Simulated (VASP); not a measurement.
# TeW (F-43m) in VASP: further runs

Runs on TeW. Level: PBEsol. Tasks: single point.

All numbers are computed with VASP 6.6.1; they aren't measurements. Logs are shortened: lines on timing, memory, paths and dates and some standing lists are left out, and cuts for length are marked.

**1. The cell of the first run**

Symmetry: F-43m, No. 216, cubic system. The conventional cell has a = 6.048 Å, b = 6.048 Å, c = 6.048 Å, α = 90.00°, β = 90.00°, γ = 90.00°. Within 3.5 Å of W (site symmetry -43m) lie 4 Te at 2.62 Å. Te (site symmetry -43m) has 4 W at 2.62 Å within 3.5 Å.

**2. Single point, PBEsol, collinear spin**

The input, INCAR:

```
ALGO     = Normal         # electronic algorithm
EDIFF    = 1E-6           # SCF threshold, eV
ENCUT    = 520            # plane-wave cutoff, eV
GGA      = PS             # functional
ISIF     = 2              # what is computed and relaxed
ISMEAR   = 0              # smearing method
ISPIN    = 2              # spin polarisation
LASPH    = True           # aspherical terms in the spheres
LCHARG   = False          # write CHGCAR
LMAXMIX  = 4              # l up to which the mixer works
LORBIT   = 11             # projections on sites
LREAL    = False          # projectors in reciprocal space
LWAVE    = False          # write WAVECAR
MAGMOM   = 0.19 0         # initial moments
NBANDS   = 21             # bands
NELM     = 150            # most SCF steps
NUPDOWN  = 0.25           # fixed moment
PREC     = Accurate       # precision mode
SIGMA    = 0.1            # smearing width, eV
```

The input, KPOINTS:

```
k-points
0
Gamma
  12 12 12
```

The input, POSCAR:

```
TeW
1.0
    0.0000000000      3.0241765077      3.0241765077
    3.0241765077      0.0000000000      3.0241765077
    3.0241765077      3.0241765077      0.0000000000
W Te
1 1
Direct
    0.0000000000      0.0000000000      0.0000000000
    0.2500000000      0.2500000000      0.2500000000
```

Potentials or basis: VASP PAW PBE potentials, release 64 (W_sv, Te).

Command:

```sh
$ cat potpaw_PBE.64/W_sv/POTCAR potpaw_PBE.64/Te/POTCAR > POTCAR
$ mpirun -np 1 vasp_std > vasp.out
```

OUTCAR:

```text
EDIFF = 1E-6
   ENCUT = 520
   GGA = PS
   ISIF = 2
   ISMEAR = 0
   ISPIN = 2
   LASPH = True
   LORBIT = 11
   LREAL = False
   NELM = 150
   NUPDOWN = 0.25
   PREC = Accurate

 ion  position               nearest neighbor table
   1  0.000  0.000  0.000-   2 2.62   2 2.62   2 2.62   2 2.62
   2  0.250  0.250  0.250-   1 2.62   1 2.62   1 2.62   1 2.62

  LATTYP: Found a face centered cubic cell.
 ALAT       =     6.0483530154

  Lattice vectors:

 A1 = (   0.0000000000,   3.0241765077,   3.0241765077)
 A2 = (   3.0241765077,   0.0000000000,   3.0241765077)
 A3 = (   3.0241765077,   3.0241765077,   0.0000000000)

Analysis of symmetry for initial positions (statically):
=====================================================================
 Subroutine PRICEL returns:
 Original cell was already a primitive cell.

 Routine SETGRP: Setting up the symmetry group for a
 face centered cubic supercell.

 Subroutine GETGRP returns: Found 24 space group operations
 (whereof 24 operations were pure point group operations)
 out of a pool of 48 trial point group operations.

The static configuration has the point symmetry T_d .

Analysis of symmetry for dynamics (positions and initial velocities):
=====================================================================
 Subroutine PRICEL returns:
 Original cell was already a primitive cell.

 Routine SETGRP: Setting up the symmetry group for a
 face centered cubic supercell.

 Subroutine GETGRP returns: Found 24 space group operations
 (whereof 24 operations were pure point group operations)
 out of a pool of 48 trial point group operations.

The dynamic configuration has the point symmetry T_d .

Analysis of structural, dynamic, and magnetic symmetry:
=====================================================================
 Subroutine PRICEL returns:
 Original cell was already a primitive cell.

 Routine SETGRP: Setting up the symmetry group for a
 face centered cubic supercell.

 Subroutine GETGRP returns: Found 24 space group operations
 (whereof 24 operations were pure point group operations)
 out of a pool of 48 trial point group operations.

The overall configuration has the point symmetry T_d .

 Subroutine INISYM returns: Found 24 space group operations
 (whereof 24 operations are pure point group operations),
 and found     1 'primitive' translations

----------------------------------------------------------------------------------------

                                     Primitive cell

  volume of cell :      55.3161

  direct lattice vectors                    reciprocal lattice vectors
     0.000000000  3.024176508  3.024176508    -0.165334265  0.165334265  0.165334265
     3.024176508  0.000000000  3.024176508     0.165334265 -0.165334265  0.165334265
     3.024176508  3.024176508  0.000000000     0.165334265  0.165334265 -0.165334265

  length of vectors
     4.276831432  4.276831432  4.276831432     0.286367347  0.286367347  0.286367347

  position of ions in fractional coordinates (direct lattice)
     0.000000000  0.000000000  0.000000000
     0.250000000  0.250000000  0.250000000

  ion indices of the primitive-cell ions
   primitive index   ion index
                 1           1
                 2           2

----------------------------------------------------------------------------------------

 KPOINTS: k-points

Automatic generation of k-mesh.
 Grid dimensions read from file:
 generate k-points for:   12   12   12

 Generating k-lattice:

  Cartesian coordinates                     Fractional coordinates (reciprocal lattice)
    -0.013777855  0.013777855  0.013777855     0.083333333  0.000000000  0.000000000
     0.013777855 -0.013777855  0.013777855     0.000000000  0.083333333  0.000000000
     0.013777855  0.013777855 -0.013777855     0.000000000  0.000000000  0.083333333

  Length of vectors
     0.023863946  0.023863946  0.023863946

  Shift w.r.t. Gamma in fractional coordinates (k-lattice)
     0.000000000  0.000000000  0.000000000

 Subroutine IBZKPT returns following result:
 ===========================================

 Found     72 irreducible k-points:

 Following reciprocal coordinates:
            Coordinates               Weight
  0.000000  0.000000  0.000000      1.000000
  0.083333  0.000000  0.000000      8.000000
  0.166667  0.000000  0.000000      8.000000
  0.250000  0.000000  0.000000      8.000000
  0.333333  0.000000  0.000000      8.000000
  0.416667  0.000000  0.000000      8.000000
[... 16 lines left out ...]
  0.500000  0.166667  0.000000     24.000000
 -0.416667  0.166667  0.000000     24.000000
 [... further k-points ...]
   k-points           NKPTS =     72   k-points in BZ     NKDIM =     72   number of bands    NBANDS=     21
   number of dos      NEDOS =    301   number of ions     NIONS =      2
   total plane-waves  NPLWV =  32768
   dimension x,y,z NGX =    32 NGY =   32 NGZ =   32
   dimension x,y,z NGXF=    64 NGYF=   64 NGZF=   64
   ions per type =               1   1
   NGX,Y,Z   is equivalent  to a cutoff of  12.44, 12.44, 12.44 a.u.
   NGXF,Y,Z  is equivalent  to a cutoff of  24.88, 24.88, 24.88 a.u.
 SYSTEM =  unknown system
   PREC   = accura    normal or accurate (medium, high low for compatibility)
   ISTART =      0    job   : 0-new  1-cont  2-samecut
   ICHARG =      2    charge: 1-file 2-atom 10-const
   ISPIN  =      2    spin polarized calculation?
   LNONCOLLINEAR =      F non collinear calculations
   LSORBIT =      F    spin-orbit coupling
   LASPH  =      T    aspherical Exc in radial PAW
   ENCUT  =  520.0 eV  38.22 Ry    6.18 a.u.   7.95  7.95  7.95*2*pi/ulx,y,z
   NELM   =    150;   NELMIN=  2; NELMDL= -5     # of ELM steps
   EDIFF  = 0.1E-05   stopping-criterion for ELM
   LREAL  =      F    real-space projection
[... 7 lines left out ...]
   TEBEG  =    0.0;   TEEND  =   0.0 temperature during run
   PSTRESS=    0.0 pullay stress
   NELECT =      20.0000    total number of electrons
   NUPDOWN=       0.2500    fix difference up-down
   EMIN   =  10.00;   EMAX   =-10.00  energy-range for DOS
   EFERMI =   0.00;   METHOD = LEGACY
   ISMEAR =     0;   SIGMA  =   0.10  broadening in eV -4-tet -1-fermi 0-gaus
   EFERMI_NEDOS =   21; number of points for ismear=-14 and -15
   IALGO  =     38    algorithm
   IMIX   =      4    mixing-type and parameters
     AMIX     =   0.40;   BMIX     =  1.00
     AMIX_MAG =   1.60;   BMIX_MAG =  1.00
  volume/ion in A,a.u.               =      27.66       186.65
  Fermi-wavevector in a.u.,A,eV,Ry     =   1.166275  2.203940 18.506614  1.360198
  Thomas-Fermi vector in A             =   2.302790
   LORBIT       =     11    0 simple, 1 ext, 2 COOP (PROOUT), +10 PAW based schemes
   GGA     = PS    functional components
   LHFCALC =     F    Hartree Fock is set to
   AEXX    =    0.0000 exact exchange contribution
   IVDW    =     0    specifies the selected vdW correction
   LEPSILON=     F    determine dielectric tensor
   LRPA    =     F    only Hartree local field effects (RPA)
 spin polarized calculation
 Gauss-broadening in eV      SIGMA  =   0.10
  energy-cutoff  :      520.00
  volume of cell :       55.32
 maximum number of plane-waves:      1524
   NGX = 15   NGY = 15   NGZ = 15

 number of electron      19.9999999 magnetization       0.2499829

 Free energy of the ion-electron system (eV)
  ---------------------------------------------------
  ext. energy  EPLUGINS =         0.00000000
  ---------------------------------------------------
  free energy    TOTEN  =       -14.21235301 eV

  energy without entropy =      -14.19081442  energy(sigma->0) =      -14.20158372

 E-fermi :   6.4396     XC(G=0): -10.1607

 val. band max:        6.4322783211   @ k =  -0.1667   0.2500   0.0833
 cond. band min:       6.3906109095   @ k =  -0.2500   0.5000   0.2500
 fundamental gap:     -0.0416674116
 Fermi energy:         6.3787753809

 spin component 1

 k-point     1 :       0.0000    0.0000    0.0000
  band No.  band energies     occupation
      1     -67.3288      1.00000
      2     -31.6131      1.00000
      3     -31.6131      1.00000
      4     -31.6131      1.00000
      5      -6.5737      1.00000
      6       2.3161      1.00000
[... 13 lines left out ...]
     20      17.4531      0.00000
     21      17.4531      0.00000

 k-point     2 :       0.0833    0.0000    0.0000
  band No.  band energies     occupation
      1     -67.3288      1.00000
      2     -31.6147      1.00000
      3     -31.6133      1.00000
      4     -31.6133      1.00000
      5      -6.5206      1.00000
      6       2.1845      1.00000
[... 520 lines left out ...]
 k-point    24 :      -0.4167    0.1667    0.0000
  band No.  band energies     occupation
      1     -67.3283      1.00000
      2     -31.6351      1.00000
      3     -31.6202      1.00000
      4     -31.6176      1.00000
      5      -5.5776      1.00000
      6       1.0703      1.00000
[... 13 lines left out ...]
     20      17.9235      0.00000
     21      20.6067      0.00000

 [... further k-points ...]

 spin component 2

 k-point     1 :       0.0000    0.0000    0.0000
  band No.  band energies     occupation
      1     -67.2385      1.00000
      2     -31.4917      1.00000
      3     -31.4917      1.00000
      4     -31.4917      1.00000
      5      -6.5565      1.00000
      6       2.3648      1.00000
[... 13 lines left out ...]
     20      17.4793      0.00000
     21      17.4793      0.00000

 k-point     2 :       0.0833    0.0000    0.0000
  band No.  band energies     occupation
      1     -67.2385      1.00000
      2     -31.4933      1.00000
      3     -31.4919      1.00000
      4     -31.4919      1.00000
      5      -6.5037      1.00000
      6       2.2320      1.00000
[... 520 lines left out ...]
 k-point    24 :      -0.4167    0.1667    0.0000
  band No.  band energies     occupation
      1     -67.2380      1.00000
      2     -31.5138      1.00000
      3     -31.4989      1.00000
      4     -31.4962      1.00000
      5      -5.5684      1.00000
      6       1.1129      1.00000
[... 13 lines left out ...]
     20      17.9750      0.00000
     21      20.6416      0.00000

 [... further k-points ...]

------------------------ aborting loop because EDIFF is reached ----------------------------------------

  FORCE on cell =-STRESS in cart. coord.  units (eV):
  Direction    XX          YY          ZZ          XY          YZ          ZX
  --------------------------------------------------------------------------------------
  -------------------------------------------------------------------------------------
  Total       -0.3399169     -0.3399169     -0.3399169      0.0000000     -0.0000000      0.0000000
  in kB       -9.8453669     -9.8453669     -9.8453669      0.0000000     -0.0000000      0.0000000
  external PRESSURE =      -9.8453669 kB  Pullay stress =       0.0000000 kB

 VOLUME and BASIS-vectors are now :
 -----------------------------------------------------------------------------
  energy-cutoff  :      520.00
  volume of cell :       55.32
      direct lattice vectors                 reciprocal lattice vectors
     0.000000000  3.024176508  3.024176508    -0.165334265  0.165334265  0.165334265
     3.024176508  0.000000000  3.024176508     0.165334265 -0.165334265  0.165334265
     3.024176508  3.024176508  0.000000000     0.165334265  0.165334265 -0.165334265

 POSITION                                       TOTAL-FORCE (eV/Angst)
 -----------------------------------------------------------------------------------
      0.00000      0.00000      0.00000        -0.000000     -0.000000     -0.000000
      1.51209      1.51209      1.51209         0.000000      0.000000      0.000000
 -----------------------------------------------------------------------------------
    total drift:                               -0.000000     -0.000000     -0.000000

  FREE ENERGIE OF THE ION-ELECTRON SYSTEM (eV)
  ---------------------------------------------------
  free  energy   TOTEN  =       -14.2123530080 eV

  energy  without entropy=      -14.1908144247  energy(sigma->0) =      -14.20158372

 total charge

# of ion       s       p       d       tot
------------------------------------------
    1        2.329   6.134   3.558  12.021
    2        1.323   2.062   0.152   3.537
--------------------------------------------------
tot          3.652   8.196   3.710  15.558

 magnetization (x)

# of ion       s       p       d       tot
------------------------------------------
    1        0.005   0.001   0.202   0.208
    2       -0.002  -0.009   0.004  -0.007
--------------------------------------------------
tot          0.003  -0.008   0.205   0.201
```

Wall time 50 s (1 thread of Intel Xeon 6975P-C (Granite Rapids), shared host); peak memory 0.29 GiB.

What came out:

| Property | Result |
| --- | --- |
| Free energy | -14.2124 eV |
| Pressure | -1.0 GPa |
| Net moment | 0.25 μB per cell |
| Site moments | W +0.21; Te -0.01 μB |
| Valence electrons inside the program's atomic spheres | W 12.02; Te 3.54 |

Caveat: the PAW data sets were made with another functional, which shifts forces and pressure a little; spin-orbit coupling is left out, which moves the levels of the heavy elements; the total moment is fixed, so each spin has its own Fermi level and the state may be an excited one.

**3. Single point, PBEsol, collinear spin**

The input, INCAR:

```
ALGO = Normal ; EDIFF = 1E-6
ENCUT = 520 ; GGA = PS
ISIF = 2 ; ISMEAR = 0
ISPIN = 2 ; LASPH = True
LCHARG = False ; LMAXMIX = 4
LORBIT = 11 ; LREAL = False
LWAVE = False ; MAGMOM = 0.39 -0.01
NBANDS = 21 ; NELM = 150
NUPDOWN = 0.5 ; PREC = Accurate
SIGMA = 0.1
```

KPOINTS is that of step 2.

POSCAR is that of step 2.

Potentials or basis: VASP PAW PBE potentials, release 64 (W_sv, Te).

Command:

```sh
$ cat potpaw_PBE.64/W_sv/POTCAR potpaw_PBE.64/Te/POTCAR > POTCAR
$ mpirun -np 1 vasp_std > vasp.out
```

Run time: 44 s. Hardware: 1 thread of Intel Xeon 6975P-C (Granite Rapids), shared host; peak memory 0.29 GiB.

The run converged. Its results:

```
Free energy                                           : -14.2235 eV
Pressure                                              : -0.9 GPa
Net moment                                            : 0.50 μB per cell
Site moments                                          : W +0.41; Te -0.01 μB
Valence electrons inside the program's atomic spheres : W 12.02; Te 3.54
```

Caveat: the PAW data sets were made with another functional, which shifts forces and pressure a little; spin-orbit coupling is left out, which moves the levels of the heavy elements; the total moment is fixed, so each spin has its own Fermi level and the state may be an excited one.

**4. Single point, PBEsol, collinear spin**

The input, INCAR:

```
ALGO = Normal ; EDIFF = 1E-7
ENCUT = 520 ; GGA = PS
ISIF = 2 ; ISMEAR = 0
ISPIN = 2 ; LASPH = T
LCHARG = T ; LELF = T
LMAXMIX = 4 ; LORBIT = 11
LREAL = F ; LVHAR = T
LWAVE = F ; MAGMOM = 0.57 -0.01
NBANDS = 21 ; NELM = 150
NUPDOWN = 0.75 ; PREC = Accurate
SIGMA = 0.1
```

KPOINTS is that of step 3.

POSCAR is that of step 3.

Command:

```sh
$ cat potpaw_PBE.64/W_sv/POTCAR potpaw_PBE.64/Te/POTCAR > POTCAR
$ mpirun -np 1 vasp_std > vasp.out
```

Run time: 58 s. Hardware: 1 thread of Intel Xeon 6975P-C (Granite Rapids), shared host; peak memory 0.29 GiB.

It converged, with:

```
Free energy                                           : -14.2404 eV
Pressure                                              : -0.7 GPa
Net moment                                            : 0.75 μB per cell
Site moments                                          : W +0.61; Te -0.02 μB
Valence electrons inside the program's atomic spheres : W 12.02; Te 3.54
```

Caveat: the PAW data sets were made with another functional, which shifts forces and pressure a little; spin-orbit coupling is left out, which moves the levels of the heavy elements; the total moment is fixed, so each spin has its own Fermi level and the state may be an excited one.

**5. Single point, PBEsol, collinear spin**

The input, INCAR:

```
PREC = Accurate ; ENCUT = 520
EDIFF = 1E-7 ; ISMEAR = 0
SIGMA = 0.1 ; LREAL = False
LASPH = True ; NELM = 150
ALGO = Normal ; ISIF = 2
LWAVE = False ; LCHARG = True
ISPIN = 2 ; MAGMOM = 0.75 -0.01
LORBIT = 11 ; NUPDOWN = 1.0
LMAXMIX = 4 ; GGA = PS
LELF = True ; LVHAR = True
NBANDS = 21
```

The input, KPOINTS:

```
regular mesh
0
Gamma
  12 12 12
```

POSCAR is that of step 4.

Command:

```sh
$ cat potpaw_PBE.64/W_sv/POTCAR potpaw_PBE.64/Te/POTCAR > POTCAR
$ mpirun -np 1 vasp_std > vasp.out
```

Run time: 52 s. Hardware: 1 thread of Intel Xeon 6975P-C (Granite Rapids), shared host; peak memory 0.29 GiB.

It converged, with:

- Free energy: -14.2605 eV
- Pressure: -0.4 GPa
- Net moment: 1.00 μB per cell
- Site moments: W +0.81; Te -0.02 μB
- Valence electrons inside the program's atomic spheres: W 12.02; Te 3.54

Caveat: the PAW data sets were made with another functional, which shifts forces and pressure a little; spin-orbit coupling is left out, which moves the levels of the heavy elements; the total moment is fixed, so each spin has its own Fermi level and the state may be an excited one.

**6. Summary**

| fixed moment (μB) | pressure (GPa) | moment (μB) |
| --- | --- | --- |
| 0.25 | -1.0 | 0.25 |
| 0.5 | -0.9 | 0.50 |
| 0.75 | -0.7 | 0.75 |
| 1.0 | -0.4 | 1.00 |

Alike in all rows: task single point; level PBEsol; potentials or basis VASP PAW PBE potentials, release 64 (W_sv, Te); spin collinear; cell as given; k mesh 12 × 12 × 12; cutoff (eV) 520; smearing gaussian 0.1 eV.

Caveats: the PAW data sets were made with another functional, which shifts forces and pressure a little; spin-orbit coupling is left out, which moves the levels of the heavy elements; the total moment is fixed, so each spin has its own Fermi level and the state may be an excited one.

Total energies depend on the potentials used, so only differences within one code and one set of settings carry meaning.
